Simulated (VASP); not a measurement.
Input of a VASP 6.6.1 run:

File INCAR:

```
SYSTEM = Hf
AGGAC    = 1.0          
AGGAX    = 1.0          
ALDAC    = 0.0          
ALDAX    = 1.0          
ALGO     = Normal         ! electronic algorithm
EDIFF    = 1E-6           ! SCF threshold, eV
ENCUT    = 500            ! plane-wave cutoff, eV
GGA      = B5             ! functional
GGA_COMPAT= .FALSE.      
ISIF     = 2              ! what is computed and relaxed
ISMEAR   = 1              ! smearing method
IVDW     = 12             ! dispersion correction
LASPH    = .TRUE.         ! aspherical terms in the spheres
LCHARG   = .FALSE.        ! write CHGCAR
LMAXMIX  = 4              ! l up to which the mixer works
LNONCOLLINEAR= .TRUE.         ! non-collinear magnetism
LORBIT   = 11             ! projections on sites
LORBMOM  = .TRUE.       
LREAL    = .FALSE.        ! projectors in reciprocal space
LSORBIT  = .TRUE.         ! spin-orbit coupling
LWAVE    = .FALSE.        ! write WAVECAR
MAGMOM   = 0 0 0 0 0 0    ! initial moments
NBANDS   = 32             ! bands
NELM     = 200            ! most SCF steps
PREC     = Accurate       ! precision mode
SIGMA    = 0.2            ! smearing width, eV
VDW_A1   = 0.4298       
VDW_A2   = 4.2359       
VDW_S6   = 1.0          
VDW_S8   = 2.6996
```

Contents of KPOINTS:

```
k-points
0
G
  7 7 4
  0 0 0
```

File POSCAR:

```
Hf
1.0
    3.1967000000      0.0000000000      0.0000000000
   -1.5983500000      2.7684234083      0.0000000000
    0.0000000000      0.0000000000      5.0578000000
Hf
2
Direct
    0.6666666667      0.3333333333      0.7500000000
    0.3333333333      0.6666666667      0.2500000000
```

Potentials or basis: VASP PAW PBE potentials, release 64 (Hf_pv).

Launch:

```bash
$ cat potpaw_PBE.64/Hf_pv/POTCAR > POTCAR
$ mpirun -np 1 vasp_ncl > vasp.out
```

Task: Estimate the net moment.

Result: 0.00 μB per cell.

Task: Predict the pressure.

Result: -5.0 GPa.

Task: Predict the dispersion energy per atom.

Result: -1.125 eV.

Stress tensor (GPa, compression positive):
```
-5.13  0.00  0.00
 0.00 -5.13  0.00
 0.00  0.00 -4.64
```

Caveat: the PAW data sets were made with another functional, which shifts forces and pressure a little.
